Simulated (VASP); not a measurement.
Runs of VASP 6.6.1 on In. The structure is that of space group R-3m (No. 166), or close to it. The cells are those of the table. 

```csv
task,cell,gap on the mesh (eV),pressure (GPa),largest force (eV/Å)
electric field gradients,"a = 8.596 Å, angles 22.8°, 3 atoms",none,(b),-
electric field gradients,"a = 8.426 Å, angles 22.6°, 3 atoms",none,2.6,0.02
electric field gradients,"a = 8.487 Å, angles 22.8°, 3 atoms",none,0.9,0.01
electric field gradients,"a = 8.440 Å, angles 23.3°, 3 atoms",none,0.1,-
single point,"a = 8.591 Å, angles 22.4°, 3 atoms",none,0.8,0.01
single point,"a = 8.259 Å, angles 22.8°, 3 atoms",none,(a),0.04
single point,"a = 8.440 Å, angles 23.3°, 3 atoms",none,0.1,-
```

Alike in all rows: level PBE; potentials or basis VASP PAW PBE potentials, release 64 (In_d); no spin polarisation; k mesh 14 × 14 × 14; cutoff (eV) 520; smearing fermi-dirac 0.05 eV.

Estimate the missing entries.

(a) 4.8; (b) -0.5.

Caveats: spin-orbit coupling is left out, which moves the levels of the heavy elements; the cell stands under pressure (at least some runs).

A k mesh can miss the band edges, and the runs leave out spin-orbit coupling on In.

A gap of «none» marks levels without a gap at the run's occupations.
